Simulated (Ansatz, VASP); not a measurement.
## Two plane-wave programs on Si3N4

```
Si N
1.0
     0.00000    3.81511    3.81511
     3.81511    0.00000    3.81511
     3.81511    3.81511    0.00000
Si N
6 8
Cartesian
  2.8613 2.8613 0.9538
  2.8613 0.9538 2.8613
  0.9538 2.8613 2.8613
  0.9538 0.9538 0.9538
  5.7227 5.7227 5.7227
  3.8151 3.8151 3.8151
  2.8069 2.8069 2.8069
  6.7309 4.7145 4.7145
  4.7145 4.7145 6.7309
  4.7145 6.7309 4.7145
  4.8233 4.8233 2.8069
  4.8233 2.8069 4.8233
  6.7309 6.7309 6.7309
  2.8069 4.8233 4.8233
```

Alike in both runs: functional PBE; k mesh 6 × 6 × 6; occupations gaussian, width 0.02 eV; no spin polarisation.

Ansatz relaxed the structure, and its values are those at the end. VASP's run is a single point on that final structure, the one shown.

|  | VASP | Ansatz |
| --- | --- | --- |
| version | VASP 6.6.1 | Ansatz 0.2.0 |
| potentials or method | VASP PAW PBE potentials, release 64 (Si, N), cutoff 520 eV | scalar-relativistic, plane waves, PAW |
| valence electrons in the cell | 64 | 64 |

Ansatz gave:

```
gap on the k mesh at the Fermi level (eV) : 3.59
least direct gap on the mesh (eV)         : 3.61
pressure (GPa)                            : 20.6
rms of the force components (eV/Å)        : 0.000
```

Task: Estimate VASP's values.

Result: gap on the k mesh at the Fermi level (eV): 3.58; least direct gap on the mesh (eV): 3.60; pressure (GPa): 20.4; rms of the force components (eV/Å): 0.004.

The functional is the same, so the differences come from potentials, cutoffs and numerics. Ansatz's warnings: stress scf threshold loose.
